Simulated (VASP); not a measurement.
Here is a VASP 6.6.1 calculation.

INCAR

```
ALGO = Normal
EDIFF = 1E-6
ENCUT = 520
GGA = PE
ISIF = 2
ISMEAR = 0
LASPH = True
LCHARG = False
LREAL = False
LWAVE = False
NBANDS = 34
NELM = 60
PREC = Accurate
SIGMA = 0.15
```

KPOINTS

```
k-points
0
Gamma
  12 12 6
```

POSCAR

```
InSe2
1.0
    3.8035992528      0.0000000000      0.0000000000
    0.0000000000      3.8035992528      0.0000000000
    0.0000000000      0.0000000000      8.5375588829
In Se
2 4
Direct
    0.0000000000      0.5000000000      0.7035891433
    0.5000000000      0.0000000000      0.2964108567
    0.0000000000      0.5000000000      0.3657763741
    0.5000000000      0.0000000000      0.6342236259
    0.0000000000      0.0000000000      0.0000000000
    0.5000000000      0.5000000000      0.0000000000
```

Potentials or basis: VASP PAW PBE potentials, release 64 (In_d, Se).

The run is started by

```sh
$ cat potpaw_PBE.64/In_d/POTCAR potpaw_PBE.64/Se/POTCAR > POTCAR
$ mpirun -np 1 vasp_std > vasp.out
```

(1) What does it give for the band gap on the k mesh?

(2) What does it give for the pressure?

(3) What does it give for the largest force?

Results:

(1) zero (band 25 reaches 7.96 eV, above the bottom of band 26 at 5.32 eV).

(2) 10.8 GPa.

(3) 0.046 eV/Å.

Caveat: spin-orbit coupling is left out, which moves the levels of the heavy elements.
